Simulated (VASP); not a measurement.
# BaTiO3 (P4/mmm) in VASP: further runs

The runs below take BaTiO3 through electric field gradients, with PBEsol.

Everything below comes from runs of VASP 6.6.1. Logs are shortened: lines on timing, memory, paths and dates and some standing lists are left out, and cuts for length are marked.

**1. The cell of the first run**

It takes space group P4/mmm (No. 123, tetragonal). The conventional cell has a = 4.000 Å, b = 4.000 Å, c = 4.018 Å, α = 90.00°, β = 90.00°, γ = 90.00°. Ba (site symmetry 4/mmm) has 12 O at 2.83 Å and 8 Ti at 3.47 Å within 3.7 Å. Ti (site symmetry 4/mmm) has 6 O at 2.00 to 2.01 Å within 2.6 Å. Within 2.7 Å of O (site symmetry 4/mmm) lie 2 Ti at 2.01 Å. Within 2.6 Å of O (site symmetry mmm) lie 2 Ti at 2.00 Å.

**2. Electric field gradients, PBEsol**

INCAR reads:

```
SYSTEM = BaTiO3
  ALGO = Normal
  EDIFF = 1E-8
  ENCUT = 520
  GGA = PS
  ISIF = 2
  ISMEAR = -1
  LASPH = .TRUE.
  LCHARG = .FALSE.
  LEFG = .TRUE.
  LREAL = .FALSE.
  LWAVE = .FALSE.
  NBANDS = 28
  NELM = 100
  PREC = Accurate
  SIGMA = 0.03
```

KPOINTS reads:

```
k-points
0
G
  7 7 7
  0 0 0
```

POSCAR reads:

```
BaTiO3
1.0
    3.9998000000      0.0000000000      0.0000000000
    0.0000000000      3.9998000000      0.0000000000
    0.0000000000      0.0000000000      4.0180000000
Ba Ti O
1 1 3
Direct
    0.0000000000      0.0000000000      0.0000000000
    0.5000000000      0.5000000000      0.5000000000
    0.5000000000      0.5000000000      0.0000000000
    0.5000000000      0.0000000000      0.5000000000
    0.0000000000      0.5000000000      0.5000000000
```

Potentials or basis: VASP PAW PBE potentials, release 64 (Ba_sv, Ti_sv, O).

Run with:

```sh
$ cat potpaw_PBE.64/Ba_sv/POTCAR potpaw_PBE.64/Ti_sv/POTCAR potpaw_PBE.64/O/POTCAR > POTCAR
$ mpirun -np 1 vasp_std > vasp.out
```

OUTCAR:

```text
SYSTEM = BaTiO3
   EDIFF = 1E-8
   ENCUT = 520
   GGA = PS
   ISIF = 2
   ISMEAR = -1
   LASPH = .TRUE.
   LREAL = .FALSE.
   NELM = 100
   PREC = Accurate

 ion  position               nearest neighbor table
   1  0.000  0.000  0.000-   3 2.83   3 2.83   3 2.83   3 2.83   5 2.83   4 2.83   5 2.83   5 2.83
                             5 2.83   4 2.83   4 2.83   4 2.83   2 3.47   2 3.47   2 3.47   2 3.47
   2  0.500  0.500  0.500-   4 2.00   5 2.00   4 2.00   5 2.00   3 2.01   3 2.01   1 3.47   1 3.47
                             1 3.47   1 3.47   1 3.47   1 3.47   1 3.47   1 3.47
   3  0.500  0.500  0.000-   2 2.01   2 2.01   1 2.83   1 2.83   1 2.83   1 2.83
   4  0.500  0.000  0.500-   2 2.00   2 2.00   1 2.83   1 2.83   1 2.83   1 2.83
   5  0.000  0.500  0.500-   2 2.00   2 2.00   1 2.83   1 2.83   1 2.83   1 2.83

  LATTYP: Found a simple tetragonal cell.
 ALAT       =     3.9998000000
 C/A-ratio  =     1.0045502275

  Lattice vectors:

 A1 = (   3.9998000000,   0.0000000000,   0.0000000000)
 A2 = (   0.0000000000,   3.9998000000,   0.0000000000)
 A3 = (   0.0000000000,   0.0000000000,   4.0180000000)

Analysis of symmetry for initial positions (statically):
=====================================================================
 Subroutine PRICEL returns:
 Original cell was already a primitive cell.

 Routine SETGRP: Setting up the symmetry group for a
 simple tetragonal supercell.

 Subroutine GETGRP returns: Found 16 space group operations
 (whereof 16 operations were pure point group operations)
 out of a pool of 16 trial point group operations.

The static configuration has the point symmetry D_4h.

Analysis of symmetry for dynamics (positions and initial velocities):
=====================================================================
 Subroutine PRICEL returns:
 Original cell was already a primitive cell.

 Routine SETGRP: Setting up the symmetry group for a
 simple tetragonal supercell.

 Subroutine GETGRP returns: Found 16 space group operations
 (whereof 16 operations were pure point group operations)
 out of a pool of 16 trial point group operations.

The dynamic configuration has the point symmetry D_4h.

 Subroutine INISYM returns: Found 16 space group operations
 (whereof 16 operations are pure point group operations),
 and found     1 'primitive' translations

----------------------------------------------------------------------------------------

                                     Primitive cell

  volume of cell :      64.2816

  direct lattice vectors                    reciprocal lattice vectors
     3.999800000  0.000000000  0.000000000     0.250012501  0.000000000  0.000000000
     0.000000000  3.999800000  0.000000000     0.000000000  0.250012501  0.000000000
     0.000000000  0.000000000  4.018000000     0.000000000  0.000000000  0.248880040

  length of vectors
     3.999800000  3.999800000  4.018000000     0.250012501  0.250012501  0.248880040

  position of ions in fractional coordinates (direct lattice)
     0.000000000  0.000000000  0.000000000
     0.500000000  0.500000000  0.500000000
     0.500000000  0.500000000  0.000000000
     0.500000000  0.000000000  0.500000000
     0.000000000  0.500000000  0.500000000

  ion indices of the primitive-cell ions
   primitive index   ion index
                 1           1
                 2           2
                 3           3
                 4           4
                 5           5

----------------------------------------------------------------------------------------

 KPOINTS: k-points

Automatic generation of k-mesh.
 Grid dimensions read from file:
 generate k-points for:    7    7    7

 Generating k-lattice:

  Cartesian coordinates                     Fractional coordinates (reciprocal lattice)
     0.035716072  0.000000000  0.000000000     0.142857143  0.000000000  0.000000000
     0.000000000  0.035716072  0.000000000     0.000000000  0.142857143  0.000000000
     0.000000000  0.000000000  0.035554291     0.000000000  0.000000000  0.142857143

  Length of vectors
     0.035716072  0.035716072  0.035554291

  Shift w.r.t. Gamma in fractional coordinates (k-lattice)
     0.000000000  0.000000000  0.000000000

 Subroutine IBZKPT returns following result:
 ===========================================

 Found     40 irreducible k-points:

 Following reciprocal coordinates:
            Coordinates               Weight
  0.000000  0.000000  0.000000      1.000000
  0.142857  0.000000  0.000000      4.000000
  0.285714  0.000000  0.000000      4.000000
  0.428571  0.000000  0.000000      4.000000
  0.142857  0.142857  0.000000      4.000000
  0.285714  0.142857  0.000000      8.000000
[... 16 lines left out ...]
  0.285714  0.000000  0.285714      8.000000
  0.428571  0.000000  0.285714      8.000000
 [... further k-points ...]
   k-points           NKPTS =     40   k-points in BZ     NKDIM =     40   number of bands    NBANDS=     28
   number of dos      NEDOS =    301   number of ions     NIONS =      5
   total plane-waves  NPLWV =  27000
   dimension x,y,z NGX =    30 NGY =   30 NGZ =   30
   dimension x,y,z NGXF=    60 NGYF=   60 NGZF=   60
   ions per type =               1   1   3
   NGX,Y,Z   is equivalent  to a cutoff of  12.47, 12.47, 12.41 a.u.
   NGXF,Y,Z  is equivalent  to a cutoff of  24.94, 24.94, 24.83 a.u.
 SYSTEM =  BaTiO3
   PREC   = accura    normal or accurate (medium, high low for compatibility)
   ISTART =      0    job   : 0-new  1-cont  2-samecut
   ICHARG =      2    charge: 1-file 2-atom 10-const
   ISPIN  =      1    spin polarized calculation?
   LNONCOLLINEAR =      F non collinear calculations
   LSORBIT =      F    spin-orbit coupling
   LASPH  =      T    aspherical Exc in radial PAW
   ENCUT  =  520.0 eV  38.22 Ry    6.18 a.u.   7.44  7.44  7.47*2*pi/ulx,y,z
   NELM   =    100;   NELMIN=  2; NELMDL= -5     # of ELM steps
   EDIFF  = 0.1E-07   stopping-criterion for ELM
   LREAL  =      F    real-space projection
   EDIFFG = 0.1E-06   stopping-criterion for IOM
   NSW    =      0    number of steps for IOM
   IBRION =     -1    ionic relax: 0-MD 1-quasi-New 2-CG
   NFREE  =      0    steps in history (QN), initial steepest desc. (CG)
   ISIF   =      2    stress and relaxation
   ISYM   =      2    0-nonsym 1-usesym 2-fastsym
   POTIM  = 0.5000    time-step for ionic-motion
   TEBEG  =    0.0;   TEEND  =   0.0 temperature during run
   PSTRESS=    0.0 pullay stress
   NELECT =      40.0000    total number of electrons
   NUPDOWN=      -1.0000    fix difference up-down
   EMIN   =  10.00;   EMAX   =-10.00  energy-range for DOS
   EFERMI =   0.00;   METHOD = LEGACY
   ISMEAR =    -1;   SIGMA  =   0.03  broadening in eV -4-tet -1-fermi 0-gaus
   EFERMI_NEDOS =   21; number of points for ismear=-14 and -15
   IALGO  =     38    algorithm
   IMIX   =      4    mixing-type and parameters
     AMIX     =   0.40;   BMIX     =  1.00
     AMIX_MAG =   1.60;   BMIX_MAG =  1.00
  volume/ion in A,a.u.               =      12.86        86.76
  Fermi-wavevector in a.u.,A,eV,Ry     =   1.397653  2.641181 26.578078  1.953434
  Thomas-Fermi vector in A             =   2.520888
   LORBIT       =      0    0 simple, 1 ext, 2 COOP (PROOUT), +10 PAW based schemes
   GGA     = PS    functional components
   LHFCALC =     F    Hartree Fock is set to
   AEXX    =    0.0000 exact exchange contribution
   IVDW    =     0    specifies the selected vdW correction
   LEPSILON=     F    determine dielectric tensor
   LRPA    =     F    only Hartree local field effects (RPA)
 non-spin polarized calculation
  energy-cutoff  :      520.00
  volume of cell :       64.28
 maximum number of plane-waves:      1755
 NGX is ok and might be reduce to    30
   NGX = 15   NGY = 15   NGZ = 15

 number of electron      39.9999976 magnetization

 Free energy of the ion-electron system (eV)
  ---------------------------------------------------
  ext. energy  EPLUGINS =         0.00000000
  ---------------------------------------------------
  free energy    TOTEN  =       -41.97320502 eV

  energy without entropy =      -41.97320502  energy(sigma->0) =      -41.97320502

 E-fermi :   4.3467     XC(G=0): -11.5045

 val. band max:        3.6100753313   @ k =   0.4286   0.4286   0.4286
 cond. band min:       5.3630230366   @ k =   0.0000   0.0000   0.0000
 fundamental gap:      1.7529477054
 Fermi energy:         4.3466963123

 k-point     1 :       0.0000    0.0000    0.0000
  band No.  band energies     occupation
      1     -52.7095      2.00000
      2     -29.0324      2.00000
      3     -29.0324      2.00000
      4     -29.0303      2.00000
      5     -21.0928      2.00000
      6     -13.1390      2.00000
[... 20 lines left out ...]
     27       8.6062      0.00000
     28      10.8296      0.00000

 k-point     2 :       0.1429    0.0000    0.0000
  band No.  band energies     occupation
      1     -52.7093      2.00000
      2     -29.0426      2.00000
      3     -29.0320      2.00000
      4     -29.0299      2.00000
      5     -21.0702      2.00000
      6     -13.1493      2.00000
[... 20 lines left out ...]
     27       9.0008      0.00000
     28      11.3258      0.00000

 k-point     3 :       0.2857    0.0000    0.0000
  band No.  band energies     occupation
      1     -52.7089      2.00000
      2     -29.0655      2.00000
      3     -29.0311      2.00000
      4     -29.0290      2.00000
      5     -21.0186      2.00000
      6     -13.2390      2.00000
[... 20 lines left out ...]
     27      10.0036      0.00000
     28      11.9318      0.00000

 k-point     4 :       0.4286    0.0000    0.0000
  band No.  band energies     occupation
      1     -52.7085      2.00000
      2     -29.0837      2.00000
      3     -29.0304      2.00000
      4     -29.0283      2.00000
      5     -20.9763      2.00000
      6     -13.3491      2.00000
[... 578 lines left out ...]
     27      10.3844      0.00000
     28      12.2309      0.00000

 k-point    23 :       0.2857    0.0000    0.2857
  band No.  band energies     occupation
      1     -52.7083      2.00000
      2     -29.0638      2.00000
      3     -29.0597      2.00000
      4     -29.0299      2.00000
      5     -20.9624      2.00000
      6     -13.0801      2.00000
[... 20 lines left out ...]
     27      11.4090      0.00000
     28      12.1619      0.00000

 k-point    24 :       0.4286    0.0000    0.2857
  band No.  band energies     occupation
      1     -52.7079      2.00000
      2     -29.0817      2.00000
      3     -29.0588      2.00000
      4     -29.0292      2.00000
      5     -20.9292      2.00000
      6     -13.0448      2.00000
[... 20 lines left out ...]
     27      12.0564      0.00000
     28      12.4772      0.00000

 [... further k-points ...]
[... 5 lines left out ...]
  --------------------------------------------------------------------------------------
  -------------------------------------------------------------------------------------
  Total       -1.0055919     -1.0055919     -1.3471475      0.0000000      0.0000000      0.0000000
  in kB      -25.0637385    -25.0637385    -33.5767952      0.0000000      0.0000000      0.0000000
  external PRESSURE =     -27.9014240 kB  Pullay stress =       0.0000000 kB

 VOLUME and BASIS-vectors are now :
 -----------------------------------------------------------------------------
  energy-cutoff  :      520.00
  volume of cell :       64.28
      direct lattice vectors                 reciprocal lattice vectors
     3.999800000  0.000000000  0.000000000     0.250012501  0.000000000  0.000000000
     0.000000000  3.999800000  0.000000000     0.000000000  0.250012501  0.000000000
     0.000000000  0.000000000  4.018000000     0.000000000  0.000000000  0.248880040

 POSITION                                       TOTAL-FORCE (eV/Angst)
 -----------------------------------------------------------------------------------
      0.00000      0.00000      0.00000         0.000000      0.000000      0.000000
      1.99990      1.99990      2.00900         0.000000      0.000000      0.000000
      1.99990      1.99990      0.00000         0.000000      0.000000      0.000000
      1.99990      0.00000      2.00900         0.000000      0.000000      0.000000
      0.00000      1.99990      2.00900         0.000000      0.000000      0.000000
 -----------------------------------------------------------------------------------
    total drift:                                0.000000      0.000000     -0.000000

  FREE ENERGIE OF THE ION-ELECTRON SYSTEM (eV)
  ---------------------------------------------------
  free  energy   TOTEN  =       -41.9732050193 eV

  energy  without entropy=      -41.9732050193  energy(sigma->0) =      -41.97320502

 Electric field gradients (V/A^2)
---------------------------------------------------------------------
 ion       V_xx      V_yy      V_zz      V_xy      V_xz      V_yz
---------------------------------------------------------------------
   1      -0.378    -0.378     0.756    -0.000    -0.000    -0.000
   2      -1.980    -1.980     3.960    -0.000    -0.000    -0.000
   3     -12.231   -12.231    24.462    -0.000    -0.000    -0.000
   4     -11.915    22.322   -10.407     0.000     0.000     0.000
   5      22.322   -11.915   -10.407     0.000    -0.000     0.000
---------------------------------------------------------------------

 Electric field gradients after diagonalization (V/A^2)
 (convention: |V_zz| > |V_xx| > |V_yy|)
----------------------------------------------------------------------
 ion       V_xx      V_yy      V_zz     asymmetry (V_yy - V_xx)/ V_zz
----------------------------------------------------------------------
   1      -0.378    -0.378     0.756       0.000
   2      -1.980    -1.980     3.960       0.000
   3     -12.231   -12.231    24.462       0.000
   4     -11.915   -10.407    22.322       0.068
   5     -11.915   -10.407    22.322       0.068
----------------------------------------------------------------------

           NMR quadrupolar parameters

 Cq : quadrupolar parameter    Cq=e*Q*V_zz/h
 eta: asymmetry parameters     (V_yy - V_xx)/ V_zz
 Q  : nuclear electric quadrupole moment in mb (millibarn)
----------------------------------------------------------------------
 ion       Cq(MHz)       eta       Q (mb)
----------------------------------------------------------------------
   1       0.002       0.000       1.000
   2       0.010       0.000       1.000
   3       0.059       0.000       1.000
   4       0.054       0.068       1.000
   5       0.054       0.068       1.000
----------------------------------------------------------------------
```

Run time: 76 s. Hardware: 1 thread of Intel Xeon 6975P-C, shared host; peak memory 0.22 GiB.

Results:

```
Free energy            : -41.9732 eV
Pressure               : -2.8 GPa
Band gap on the k mesh : 1.75 eV, indirect (least direct gap 1.84 eV)
```

Stress tensor (GPa, compression positive):
```
-2.51  0.00  0.00
 0.00 -2.51  0.00
 0.00  0.00 -3.36
```

Levels at points of the mesh, in eV from the valence-band top:
```
           k point  band 16  band 17  band 18  band 19  band 20  band 21  band 22  band 23  band 24  band 25
(0.00, 0.00, 0.00)    -1.04    -1.04    -0.09    -0.08    -0.08     1.75     1.75     1.76     3.96     4.00
```

Electric field gradients, principal values (V/Å²):
```tsv
atom	least	middle	greatest (by size)
1 Ba	-0.378	-0.378	0.756
2 Ti	-1.980	-1.980	3.960
3 O	-12.231	-12.231	24.462
4 O	-10.407	-11.915	22.322
5 O	-10.407	-11.915	22.322
```

Caveat: without QUAD_EFG the Cq values of the log hold for a quadrupole moment of 1 mb, not for the nuclei; the PAW data sets were made with another functional, which shifts forces and pressure a little; spin-orbit coupling is left out, which moves the levels of the heavy elements.

(Continued in part 2 of 3.)
